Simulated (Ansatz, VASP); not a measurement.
**BN: VASP beside Ansatz**

```
CELL_PARAMETERS angstrom
2.67075 0.00000 0.00000
-1.33537 2.15498 0.00000
0.00000 0.00000 6.73365
ATOMIC_POSITIONS crystal
B 0.34683 0.69367 0.25000
B 0.65317 0.30633 0.75000
N 0.31634 0.63267 0.75000
N 0.68366 0.36733 0.25000
```

Change from the starting cell: normal strain along x +0.0733, normal strain along z +0.0367.

Alike in both runs: functional LDA; k mesh 12 × 12 × 4; occupations gaussian, width 0.05 eV; no spin polarisation.

Ansatz relaxed the structure, and its values are those at the end. VASP's run is a single point on that final structure, the one shown.

|  | VASP | Ansatz |
| --- | --- | --- |
| version | VASP 6.6.1 | Ansatz 0.2.0 |
| potentials or method | VASP PAW LDA potentials, release 64 (B, N), cutoff 520 eV | scalar-relativistic, plane waves, PAW |
| valence electrons in the cell | 16 | 16 |

```csv
,VASP,Ansatz,Ansatz less VASP
gap on the k mesh at the Fermi level (eV),3.77,3.78,+0.010
least direct gap on the mesh (eV),4.06,4.07,+0.008
pressure (GPa),-21.6,-22.1,-0.48
rms of the force components (eV/Å),0.006,0.000,-0.0061
```

Ansatz warns that its potentials were made for another functional, while VASP's fit it. LDA's correlation is that of Perdew and Zunger in VASP and of Perdew and Wang (1992) in Ansatz. Ansatz's warnings: stress scf threshold loose.
